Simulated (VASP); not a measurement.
Wanted: the native input for a VASP 6.6.1 run.

| Property | Result |
| --- | --- |
| Task | single point |
| Functional | PBE |
| Potentials or basis | VASP PAW PBE potentials, release 64 (Mg, O, Si) |
| Cutoff | 520 eV |
| k mesh | 9 × 9 × 1 |
| Occupations | gaussian, width 0.05 eV |
| Spin | collinear spin |
| Starting moments | [0.0, 0.0, 0.0, 0.0, 0.0, 0.0, 2.0] μB |
| Dipole correction | yes |
| Further INCAR settings | ALGO = Fast; EDIFF = 1e-06; NBANDS = 27 |

The structure of Mg3SiO3 lies in POSCAR:

```
Mg3SiO3
1.0
    3.0085896295      0.0000000000      0.0000000000
    0.0000000000      3.0085896295      0.0000000000
    0.0000000000      0.0000000000     19.7799623107
Mg O Si
3 3 1
Direct
    0.5000000000      0.5000000000      0.2022248545
    0.0000000000      0.0000000000      0.3100331116
    0.5000000000      0.5000000000      0.4161289118
    0.0000000000      0.0000000000      0.2022248545
    0.5000000000      0.5000000000      0.3095409235
    0.0000000000      0.0000000000      0.4186035434
    0.0000000000      0.5000000000      0.5641916543
```

The input as run:

INCAR

```
SYSTEM = Mg3SiO3
PREC     = Accurate       ! precision mode
ENCUT    = 520            ! plane-wave cutoff, eV
EDIFF    = 1E-6           ! SCF threshold, eV
ISMEAR   = 0              ! smearing method
SIGMA    = 0.05           ! smearing width, eV
LREAL    = .FALSE.        ! projectors in reciprocal space
LASPH    = .TRUE.         ! aspherical terms in the spheres
NELM     = 150            ! most SCF steps
ALGO     = Fast           ! electronic algorithm
ISIF     = 2              ! what is computed and relaxed
LWAVE    = .FALSE.        ! write WAVECAR
LCHARG   = .FALSE.        ! write CHGCAR
ISPIN    = 2              ! spin polarisation
MAGMOM   = 0 0 0 0 0 0 2  ! initial moments
LORBIT   = 11             ! projections on sites
LDIPOL   = .TRUE.       
IDIPOL   = 3            
DIPOL    = 0.5 0.5 0.346
GGA      = PE             ! functional
NBANDS   = 27             ! bands
```

KPOINTS

```
regular mesh
0
G
  9 9 1
  0 0 0
```

Potentials or basis: VASP PAW PBE potentials, release 64 (Mg, O, Si).

Command:

```console
$ cat potpaw_PBE.64/Mg/POTCAR potpaw_PBE.64/O/POTCAR potpaw_PBE.64/Si/POTCAR > POTCAR
$ mpirun -np 1 vasp_std > vasp.out
```

It gave:

The largest force is 0.445 eV/Å and the band gap on the k mesh is zero (filled and empty bands overlap). The net moment is 0.00 μB per cell and the valence electrons inside the program's atomic spheres are Mg 0.35, 0.39, 0.36; O 5.03, 5.09 (each value once); Si 1.47.

It took 11 min on 1 thread of Oxide Virtual Turin-like Processor, with other jobs on the host, peak memory 0.42 GiB.
